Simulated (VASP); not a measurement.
# C (P2_1/m) in VASP: single point with PBE

Aim: the single point of C with PBE.

Everything below comes from runs of VASP 6.6.1. Logs are shortened: lines on timing, memory, paths and dates and some standing lists are left out, and cuts for length are marked.

**1. The cell of the first run**

It takes space group P2_1/m (No. 11, monoclinic). Conventional cell: a = 2.481 Å, b = 8.565 Å, c = 2.481 Å, α = 90.00°, β = 118.85°, γ = 90.00°. Within 1.9 Å of C (site symmetry m) lie 3 C at 1.42 to 1.45 Å. C (site symmetry m) has 3 C at 1.42 to 1.45 Å within 1.9 Å.

**2. Single point, PBE (atoms displaced along a vibrational mode, the cell strained)**

The input, INCAR:

```
SYSTEM = C
ALGO = Normal ; EDIFF = 1E-7
ENCUT = 520 ; GGA = PE
ISIF = 2 ; ISMEAR = 0
LASPH = .True. ; LCHARG = .False.
LREAL = .False. ; LWAVE = .False.
NBANDS = 16 ; NELM = 60
PREC = Accurate ; SIGMA = 0.15
```

The input, KPOINTS:

```
k-points
0
Gamma
  18 18 6
  0 0 0
```

The input, POSCAR:

```
C
1.0
    2.5239931184      0.0000000000      0.0000000000
   -1.2619965592      2.1360716891      0.0000000000
    0.0000000000      0.0000000000      8.5653080463
C
4
Direct
   -0.1731148902      0.0000000000      0.0025000000
    0.1731148902      0.0000000000      0.5025000000
    0.1602151513      0.6666666667      0.0025000000
    0.8397848487      0.3333333333      0.5025000000
```

Potentials or basis: VASP PAW PBE potentials, release 64 (C).

The run is started by

```sh
$ cat potpaw_PBE.64/C/POTCAR > POTCAR
$ mpirun -np 1 vasp_std > vasp.out
```

OUTCAR:

```text
SYSTEM = C
   EDIFF = 1E-7
   ENCUT = 520
   GGA = PE
   ISIF = 2
   ISMEAR = 0
   LASPH = .True.
   LREAL = .False.
   NELM = 60
   PREC = Accurate

 ion  position               nearest neighbor table
   1  0.827  0.000  0.002-   3 1.42   3 1.45   3 1.45
   2  0.173  0.000  0.502-   4 1.42   4 1.45   4 1.45
   3  0.160  0.667  0.002-   1 1.42   1 1.45   1 1.45
   4  0.840  0.333  0.502-   2 1.42   2 1.45   2 1.45

  Warning from LATTYP: Monoclinic adjustment (A1->A3, A2->A1, A3->A2)!
  LATTYP: Found a base centered orthorhombic cell.
 ALAT       =     2.5239931184
 B/A-ratio  =     1.6926129263
 C/A-ratio  =     3.3935544372

  Lattice vectors:

 A1 = (   1.2619965592,  -2.1360716891,   0.0000000000)
 A2 = (   1.2619965592,   2.1360716891,   0.0000000000)
 A3 = (   0.0000000000,   0.0000000000,   8.5653080463)

Analysis of symmetry for initial positions (statically):
=====================================================================
 Subroutine PRICEL returns:
 Original cell was already a primitive cell.

 Routine SETGRP: Setting up the symmetry group for a
 base centered orthorhombic supercell.

 Subroutine GETGRP returns: Found  4 space group operations
 (whereof  1 operations were pure point group operations)
 out of a pool of  8 trial point group operations.

The static configuration has the point symmetry C_1 .
 The point group associated with its full space group is C_2h.

Analysis of symmetry for dynamics (positions and initial velocities):
=====================================================================
 Subroutine PRICEL returns:
 Original cell was already a primitive cell.

 Routine SETGRP: Setting up the symmetry group for a
 base centered orthorhombic supercell.

 Subroutine GETGRP returns: Found  4 space group operations
 (whereof  1 operations were pure point group operations)
 out of a pool of  8 trial point group operations.

The dynamic configuration has the point symmetry C_1 .
 The point group associated with its full space group is C_2h.

 Subroutine INISYM returns: Found  4 space group operations
 (whereof  1 operations are pure point group operations),
 and found     1 'primitive' translations

----------------------------------------------------------------------------------------

                                     Primitive cell

  volume of cell :      46.1793

  direct lattice vectors                    reciprocal lattice vectors
     2.523993118  0.000000000  0.000000000     0.396197594  0.234074541  0.000000000
    -1.261996559  2.136071689  0.000000000     0.000000000  0.468149082  0.000000000
     0.000000000  0.000000000  8.565308046     0.000000000  0.000000000  0.116750033

  length of vectors
     2.523993118  2.481015433  8.565308046     0.460177600  0.468149082  0.116750033

  position of ions in fractional coordinates (direct lattice)
     0.826885110  0.000000000  0.002500000
     0.173114890  0.000000000  0.502500000
     0.160215151  0.666666667  0.002500000
     0.839784849  0.333333333  0.502500000

  ion indices of the primitive-cell ions
   primitive index   ion index
                 1           1
                 2           2
                 3           3
                 4           4

----------------------------------------------------------------------------------------

 KPOINTS: k-points

Automatic generation of k-mesh.
 Grid dimensions read from file:
 generate k-points for:   18   18    6

 Generating k-lattice:

  Cartesian coordinates                     Fractional coordinates (reciprocal lattice)
     0.022010977  0.013004141  0.000000000     0.055555556  0.000000000  0.000000000
     0.000000000  0.026008282  0.000000000     0.000000000  0.055555556  0.000000000
     0.000000000  0.000000000  0.019458339     0.000000000  0.000000000  0.166666667

  Length of vectors
     0.025565422  0.026008282  0.019458339

  Shift w.r.t. Gamma in fractional coordinates (k-lattice)
     0.000000000  0.000000000  0.000000000

 Subroutine IBZKPT returns following result:
 ===========================================

 Found    656 irreducible k-points:

 Following reciprocal coordinates:
            Coordinates               Weight
  0.000000  0.000000  0.000000      1.000000
  0.055556  0.000000  0.000000      2.000000
  0.055556 -0.055556  0.000000      2.000000
  0.111111  0.000000  0.000000      2.000000
  0.111111 -0.111111  0.000000      2.000000
  0.166667  0.000000  0.000000      2.000000
[... 16 lines left out ...]
  0.111111  0.055556  0.000000      2.000000
  0.111111 -0.166667  0.000000      2.000000
 [... further k-points ...]
   k-points           NKPTS =    656   k-points in BZ     NKDIM =    656   number of bands    NBANDS=     16
   number of dos      NEDOS =    301   number of ions     NIONS =      4
   total plane-waves  NPLWV =  23040
   dimension x,y,z NGX =    20 NGY =   18 NGZ =   64
   dimension x,y,z NGXF=    40 NGYF=   36 NGZF=  128
   ions per type =               4
   NGX,Y,Z   is equivalent  to a cutoff of  13.17, 12.06, 12.42 a.u.
   NGXF,Y,Z  is equivalent  to a cutoff of  26.35, 24.12, 24.84 a.u.
 SYSTEM =  C
   PREC   = accura    normal or accurate (medium, high low for compatibility)
   ISTART =      0    job   : 0-new  1-cont  2-samecut
   ICHARG =      2    charge: 1-file 2-atom 10-const
   ISPIN  =      1    spin polarized calculation?
   LNONCOLLINEAR =      F non collinear calculations
   LSORBIT =      F    spin-orbit coupling
   LASPH  =      T    aspherical Exc in radial PAW
   ENCUT  =  520.0 eV  38.22 Ry    6.18 a.u.   4.69  4.61 15.93*2*pi/ulx,y,z
   NELM   =     60;   NELMIN=  2; NELMDL= -5     # of ELM steps
   EDIFF  = 0.1E-06   stopping-criterion for ELM
   LREAL  =      F    real-space projection
   EDIFFG = 0.1E-05   stopping-criterion for IOM
   NSW    =      0    number of steps for IOM
   IBRION =     -1    ionic relax: 0-MD 1-quasi-New 2-CG
   NFREE  =      0    steps in history (QN), initial steepest desc. (CG)
   ISIF   =      2    stress and relaxation
   ISYM   =      2    0-nonsym 1-usesym 2-fastsym
   POTIM  = 0.5000    time-step for ionic-motion
   TEBEG  =    0.0;   TEEND  =   0.0 temperature during run
   PSTRESS=    0.0 pullay stress
   NELECT =      16.0000    total number of electrons
   NUPDOWN=      -1.0000    fix difference up-down
   EMIN   =  10.00;   EMAX   =-10.00  energy-range for DOS
   EFERMI =   0.00;   METHOD = LEGACY
   ISMEAR =     0;   SIGMA  =   0.15  broadening in eV -4-tet -1-fermi 0-gaus
   EFERMI_NEDOS =   21; number of points for ismear=-14 and -15
   IALGO  =     38    algorithm
   IMIX   =      4    mixing-type and parameters
     AMIX     =   0.40;   BMIX     =  1.00
     AMIX_MAG =   1.60;   BMIX_MAG =  1.00
  volume/ion in A,a.u.               =      11.54        77.91
  Fermi-wavevector in a.u.,A,eV,Ry     =   1.149827  2.172858 17.988291  1.322102
  Thomas-Fermi vector in A             =   2.286494
   LORBIT       =      0    0 simple, 1 ext, 2 COOP (PROOUT), +10 PAW based schemes
   GGA     = PE    functional components
   LHFCALC =     F    Hartree Fock is set to
   AEXX    =    0.0000 exact exchange contribution
   IVDW    =     0    specifies the selected vdW correction
   LEPSILON=     F    determine dielectric tensor
   LRPA    =     F    only Hartree local field effects (RPA)
 non-spin polarized calculation
 Gauss-broadening in eV      SIGMA  =   0.15
  energy-cutoff  :      520.00
  volume of cell :       46.18
 maximum number of plane-waves:      1262
   NGX =  9   NGY =  9   NGZ = 31

 number of electron      15.9999998 magnetization

 Free energy of the ion-electron system (eV)
  ---------------------------------------------------
  ext. energy  EPLUGINS =         0.00000000
  ---------------------------------------------------
  free energy    TOTEN  =       -36.84847347 eV

  energy without entropy =      -36.84764575  energy(sigma->0) =      -36.84805961

 E-fermi :   2.5891     XC(G=0):  -8.6372

 val. band max:        2.5132988567   @ k =   0.3333   0.3333   0.0000
 cond. band min:       2.6869210658   @ k =   0.3333   0.3333   0.0000
 fundamental gap:      0.1736222090
 Fermi energy:         2.5890517615

 k-point     1 :       0.0000    0.0000    0.0000
  band No.  band energies     occupation
      1     -16.6782      2.00000
      2     -16.6431      2.00000
      3      -5.0361      2.00000
      4      -4.5574      2.00000
      5      -0.5129      2.00000
      6      -0.5122      2.00000
[... 8 lines left out ...]
     15      13.0499      0.00000
     16      13.5785      0.00000

 k-point     2 :       0.0556    0.0000    0.0000
  band No.  band energies     occupation
      1     -16.6075      2.00000
      2     -16.5726      2.00000
      3      -4.9517      2.00000
      4      -4.4748      2.00000
      5      -0.7987      2.00000
      6      -0.7969      2.00000
[... 8 lines left out ...]
     15      13.1421      0.00000
     16      13.3323      0.00000

 k-point     3 :       0.0556   -0.0556    0.0000
  band No.  band energies     occupation
      1     -16.6075      2.00000
      2     -16.5726      2.00000
      3      -4.9516      2.00000
      4      -4.4748      2.00000
      5      -0.7987      2.00000
      6      -0.7972      2.00000
[... 8 lines left out ...]
     15      13.1421      0.00000
     16      13.3272      0.00000

 k-point     4 :       0.1111    0.0000    0.0000
  band No.  band energies     occupation
      1     -16.3958      2.00000
      2     -16.3615      2.00000
      3      -4.6993      2.00000
      4      -4.2281      2.00000
      5      -1.6182      2.00000
      6      -1.6149      2.00000
[... 8 lines left out ...]
     15      12.6320      0.00000
     16      12.6576      0.00000
[... 324 lines left out ...]
 k-point    22 :       0.0556   -0.1111    0.0000
  band No.  band energies     occupation
      1     -16.4612      2.00000
      2     -16.4267      2.00000
      3      -4.7767      2.00000
      4      -4.3037      2.00000
      5      -1.2990      2.00000
      6      -1.2958      2.00000
[... 8 lines left out ...]
     15      12.8572      0.00000
     16      12.8996      0.00000

 k-point    23 :       0.1111    0.0556    0.0000
  band No.  band energies     occupation
      1     -16.1769      2.00000
      2     -16.1433      2.00000
      3      -4.4386      2.00000
      4      -3.9733      2.00000
      5      -2.2833      2.00000
      6      -2.2795      2.00000
[... 8 lines left out ...]
     15      12.0800      0.00000
     16      12.0830      0.00000

 k-point    24 :       0.1111   -0.1667    0.0000
  band No.  band energies     occupation
      1     -16.1769      2.00000
      2     -16.1433      2.00000
      3      -4.4385      2.00000
      4      -3.9734      2.00000
      5      -2.2840      2.00000
      6      -2.2791      2.00000
[... 8 lines left out ...]
     15      12.0766      0.00000
     16      12.0859      0.00000

 [... further k-points ...]

------------------------ aborting loop because EDIFF is reached ----------------------------------------

  FORCE on cell =-STRESS in cart. coord.  units (eV):
  Direction    XX          YY          ZZ          XY          YZ          ZX
  --------------------------------------------------------------------------------------
  -------------------------------------------------------------------------------------
  Total       -5.0244454     -0.7175331      0.0060428     -0.0046969      0.0000000      0.0000000
  in kB     -174.3218131    -24.8946231      0.2096521     -0.1629588      0.0000000      0.0000000
  external PRESSURE =     -66.3355947 kB  Pullay stress =       0.0000000 kB

 VOLUME and BASIS-vectors are now :
 -----------------------------------------------------------------------------
  energy-cutoff  :      520.00
  volume of cell :       46.18
      direct lattice vectors                 reciprocal lattice vectors
     2.523993118  0.000000000  0.000000000     0.396197594  0.234074541  0.000000000
    -1.261996559  2.136071689  0.000000000     0.000000000  0.468149082  0.000000000
     0.000000000  0.000000000  8.565308046     0.000000000  0.000000000  0.116750033

 POSITION                                       TOTAL-FORCE (eV/Angst)
 -----------------------------------------------------------------------------------
      2.08705      0.00000      0.02141        -0.001221     -0.179675      0.000000
      0.43694      0.00000      4.30407         0.001221      0.179675      0.000000
     -0.43695      1.42405      0.02141         0.002079      0.178012      0.000000
      1.69895      0.71202      4.30407        -0.002079     -0.178012      0.000000
 -----------------------------------------------------------------------------------
    total drift:                               -0.000000      0.000000     -0.000014

  FREE ENERGIE OF THE ION-ELECTRON SYSTEM (eV)
  ---------------------------------------------------
  free  energy   TOTEN  =       -36.8484734703 eV

  energy  without entropy=      -36.8476457485  energy(sigma->0) =      -36.84805961
```

Wall time 9.2 min (1 thread of Intel Xeon 8259CL, shared host); peak memory 0.43 GiB.

Results:

```yaml
Free_energy: -36.8485 eV
Pressure: -6.6 GPa
Largest_force: 0.180 eV/Å
```

Forces in eV/Å, atoms in the order of the input:
```
C   -0.001 -0.180  0.000
C    0.001  0.180  0.000
C    0.002  0.178  0.000
C   -0.002 -0.178  0.000
```

Caveat: the cell differs from its parent crystal (atoms displaced along a vibrational mode, the cell strained); the stress differs along the axes, from -17 to 0 GPa; this functional lacks dispersion, which binds layers or chains, so the pressure and a relaxed spacing across them are unreliable.
